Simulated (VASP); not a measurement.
# Ir (Fm-3m) in VASP: notebook, part 2 of 2

VASP 6.6.1. Earlier steps stand in the parts before.

**4. Single point, PBEsol**

This run uses another cell than the first one, of 14.03 Å³/atom, 1.015 times its volume.

The input, INCAR:

```
ALGO     = Normal         # electronic algorithm
EDIFF    = 1E-6           # SCF threshold, eV
ENCUT    = 520            # plane-wave cutoff, eV
GGA      = PS             # functional
ISIF     = 2              # what is computed and relaxed
ISMEAR   = -1             # smearing method
LASPH    = T              # aspherical terms in the spheres
LCHARG   = F              # write CHGCAR
LREAL    = F              # projectors in reciprocal space
LWAVE    = F              # write WAVECAR
NBANDS   = 10             # bands
NELM     = 80             # most SCF steps
PREC     = Accurate       # precision mode
SIGMA    = 0.05           # smearing width, eV
```

The input, KPOINTS:

```
k-points
0
Gamma
  12 12 12
```

The input, POSCAR:

```
Ir
1.0
    0.0000000000      1.9144106901      1.9144106901
    1.9144106901      0.0000000000      1.9144106901
    1.9144106901      1.9144106901      0.0000000000
Ir
1
Direct
    0.0000000000      0.0000000000      0.0000000000
```

The run is started by

```bash
$ cat potpaw_PBE.64/Ir/POTCAR > POTCAR
$ mpirun -np 1 vasp_std > vasp.out
```

Run time: 4.5 s. Hardware: 1 thread of Intel Xeon 6975P-C (Granite Rapids), shared host; peak memory 0.13 GiB.

Results (log left out):

| Item | Value |
| --- | --- |
| Free energy | -9.8407 eV |
| Pressure | 1.0 GPa |

Levels at points of the mesh, in eV from the Fermi level:
| k point | band 1 | band 2 | band 3 | band 4 | band 5 | band 6 | band 7 | band 8 | band 9 |
| --- | --- | --- | --- | --- | --- | --- | --- | --- | --- |
| (0.00, 0.00, 0.00) | -11.31 | -3.99 | -3.99 | -3.99 | -1.24 | -1.24 | 14.27 | 19.89 | 19.89 |
| (0.50, 0.00, 0.00) | -8.26 | -4.09 | -4.09 | -0.88 | 0.88 | 0.88 | 7.27 | 13.80 | 19.80 |
| (0.50, 0.50, 0.00) | -8.08 | -7.49 | 0.86 | 1.46 | 1.46 | 1.61 | 10.54 | 11.67 | 11.67 |

Caveat: the PAW data sets were made with another functional, which shifts forces and pressure a little; spin-orbit coupling is left out, which moves the levels of the heavy elements.

**5. Single point, RPBE**

This run uses another cell than the first one, of 14.65 Å³/atom, 1.060 times its volume.

The input, INCAR:

```
SYSTEM = Ir
PREC = Accurate ; ENCUT = 520
EDIFF = 1E-7 ; ISMEAR = -1
SIGMA = 0.05 ; LREAL = .False.
LASPH = .True. ; NELM = 80
ALGO = Normal ; ISIF = 2
LWAVE = .False. ; LCHARG = .True.
GGA = RP ; LELF = .True.
LVHAR = .True. ; NBANDS = 10
```

The input, KPOINTS:

```
Automatic mesh
0
Gamma
  12 12 12
  0 0 0
```

The input, POSCAR:

```
Ir
1.0
    0.0000000000      1.9422776545      1.9422776545
    1.9422776545      0.0000000000      1.9422776545
    1.9422776545      1.9422776545      0.0000000000
Ir
1
Direct
    0.0000000000      0.0000000000      0.0000000000
```

The run is started by

```bash
$ cat potpaw_PBE.64/Ir/POTCAR > POTCAR
$ mpirun -np 1 vasp_std > vasp.out
```

It took 4.6 s on 1 thread of Intel Xeon 6975P-C (Granite Rapids), shared host; peak memory 0.13 GiB.

The run converged. Its results:

| Quantity | Value |
| --- | --- |
| Free energy | -8.2095 eV |
| Pressure | 0.4 GPa |

Levels at points of the mesh, in eV from the Fermi level:
```
           k point  band 2  band 3  band 4  band 5  band 6  band 7
(0.00, 0.00, 0.00)   -3.69   -3.69   -3.69   -1.17   -1.17   14.35
(0.50, 0.00, 0.00)   -3.79   -3.79   -0.68    0.81    0.81    6.91
(0.50, 0.50, 0.00)   -6.97    0.77    1.36    1.36    1.70   10.05
```

Caveat: the PAW data sets were made with another functional, which shifts forces and pressure a little; spin-orbit coupling is left out, which moves the levels of the heavy elements.

**6. Single point, revPBE**

This run uses another cell than the first one, of 14.60 Å³/atom, 1.056 times its volume.

The input, INCAR:

```
PREC     = Accurate       # precision mode
ENCUT    = 520            # plane-wave cutoff, eV
EDIFF    = 1E-7           # SCF threshold, eV
ISMEAR   = -1             # smearing method
SIGMA    = 0.05           # smearing width, eV
LREAL    = False          # projectors in reciprocal space
LASPH    = True           # aspherical terms in the spheres
NELM     = 80             # most SCF steps
ALGO     = Normal         # electronic algorithm
ISIF     = 2              # what is computed and relaxed
LWAVE    = False          # write WAVECAR
LCHARG   = False          # write CHGCAR
GGA      = RE             # functional
NBANDS   = 10             # bands
```

The input, KPOINTS:

```
Automatic mesh
0
Gamma
  12 12 12
```

The input, POSCAR:

```
Ir
1.0
    0.0000000000      1.9400293347      1.9400293347
    1.9400293347      0.0000000000      1.9400293347
    1.9400293347      1.9400293347      0.0000000000
Ir
1
Direct
    0.0000000000      0.0000000000      0.0000000000
```

Potentials or basis: VASP PAW PBE potentials, release 64 (Ir).

The run is started by

```bash
$ cat potpaw_PBE.64/Ir/POTCAR > POTCAR
$ mpirun -np 1 vasp_std > vasp.out
```

Run time: 4 s. Hardware: 1 thread of Intel Xeon 6975P-C (Granite Rapids), shared host; peak memory 0.13 GiB.

Results (log left out):

```yaml
Free_energy: -8.3384 eV
Pressure: 0.5 GPa
```

Levels at points of the mesh, in eV from the Fermi level:
```csv
k point,band 1,band 2,band 3,band 4,band 5,band 6,band 7,band 8
"(0.00, 0.00, 0.00)",-10.78,-3.72,-3.72,-3.72,-1.17,-1.17,14.35,19.76
"(0.50, 0.00, 0.00)",-7.78,-3.82,-3.82,-0.69,0.81,0.81,6.94,13.89
"(0.50, 0.50, 0.00)",-7.57,-7.01,0.78,1.36,1.36,1.69,10.08,11.55
```

Caveat: the PAW data sets were made with another functional, which shifts forces and pressure a little; spin-orbit coupling is left out, which moves the levels of the heavy elements.

**7. The runs side by side**

```tsv
level	potentials or basis	cell	gap on the mesh (eV)	pressure (GPa)
LDA	VASP PAW LDA potentials, release 64 (Ir)	a = 2.694 Å, angles 60.0°, 1 atom	none	2.6
PBE	VASP PAW PBE potentials, release 64 (Ir)	a = 2.736 Å, angles 60.0°, 1 atom	none	0.6
PBEsol	VASP PAW PBE potentials, release 64 (Ir)	a = 2.707 Å, angles 60.0°, 1 atom	none	1.0
RPBE	VASP PAW PBE potentials, release 64 (Ir)	a = 2.747 Å, angles 60.0°, 1 atom	none	0.4
revPBE	VASP PAW PBE potentials, release 64 (Ir)	a = 2.744 Å, angles 60.0°, 1 atom	none	0.5
```

Alike in all rows: task single point; no spin polarisation; k mesh 12 × 12 × 12; cutoff (eV) 520; smearing fermi-dirac 0.05 eV.

Caveats: spin-orbit coupling is left out, which moves the levels of the heavy elements; the PAW data sets were made with another functional, which shifts forces and pressure a little (some runs).

Total energies depend on the potentials used, so only differences within one code and one set of settings carry meaning.
